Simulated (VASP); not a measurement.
**MgO (zincblende type): single point with PBE**

The system is MgO (zincblende type).

```xyz
2
Lattice="0.0000 2.2588 2.2588 2.2588 0.0000 2.2588 2.2588 2.2588 0.0000" Properties=species:S:1:pos:R:3 pbc="T T T"
Mg    0.0000    0.0000    0.0000
O     1.1294    1.1294    1.1294
```

This cell differs from its parent crystal: volume scaled by 0.94.

```
Program             : VASP 6.6.1
Task                : single point
Functional          : PBE
Potentials or basis : VASP PAW PBE potentials, release 64 (Mg, O)
Cutoff              : 520 eV
k mesh              : 15 × 15 × 15
Occupations         : fermi-dirac, width 0.05 eV
Spin                : no spin polarisation
```

* Pressure: 7.7 GPa
* Band gap on the k mesh: 3.82 eV, indirect (the least direct gap lies 0.7 meV higher)

Levels at points of the mesh, in eV from the valence-band top:
```
           k point  band 1  band 2  band 3  band 4  band 5  band 6  band 7  band 8
(0.00, 0.00, 0.00)  -15.99    0.00    0.00    0.00    3.82   17.16   17.16   17.16
```

Run time: 24 s on 1 thread of Intel(R) Xeon(R) Platinum 8259CL CPU @ 2.50GHz (Skylake/Cascade Lake), on a shared host, peak memory 0.16 GiB.

 A k mesh can miss the band edges.
